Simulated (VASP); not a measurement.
Here is a VASP 6.6.1 calculation.

Contents of INCAR:

```
  PREC = Accurate
  ENCUT = 520
  EDIFF = 1E-6
  ISMEAR = -1
  SIGMA = 0.05
  LREAL = False
  LASPH = True
  NELM = 60
  ALGO = Normal
  ISIF = 2
  LWAVE = False
  LCHARG = False
  NBANDS = 25
```

KPOINTS

```
regular mesh
0
Gamma
  10 10 6
```

POSCAR

```
CuO
1.0
    0.0000000000     -2.1580717154     -2.1580717154
   -2.1580717154      0.0000000000     -2.1580717154
    2.1580717154      2.1580717154     -4.3161434309
Cu O
2 2
Direct
    0.5038875400      0.4769880100      0.4880064000
    0.0038875400      0.9769880100      0.9880064000
    0.7461124600      0.7730119900      0.7619936000
    0.2461124600      0.2730119900      0.2619936000
```

Potentials or basis: VASP PAW LDA potentials, release 64 (Cu, O).

Launch:

```bash
$ cat potpaw_LDA.64/Cu/POTCAR potpaw_LDA.64/O/POTCAR > POTCAR
$ mpirun -np 1 vasp_std > vasp.out
```

Question: Estimate the largest force.

Answer: 0.761 eV/Å.

Question: Estimate the band gap on the k mesh.

Answer: Zero (bands 17 and 18 overlap by 1.06 eV).

Question: Estimate the pressure.

Answer: -18.9 GPa.

Forces in eV/Å, atoms in the order of the input:
```
Cu  -0.131  0.185 -0.726
Cu  -0.131  0.185 -0.726
O    0.131 -0.185  0.726
O    0.131 -0.185  0.726
```

Caveat: the stress differs along the axes, from -21 to -15 GPa; semilocal functionals often make such compounds metallic where correlation or magnetic order opens a gap, which also shifts bond lengths. With open d or f shells a metallic result of LDA can be an artefact of self-interaction; +U or a hybrid may open a gap.
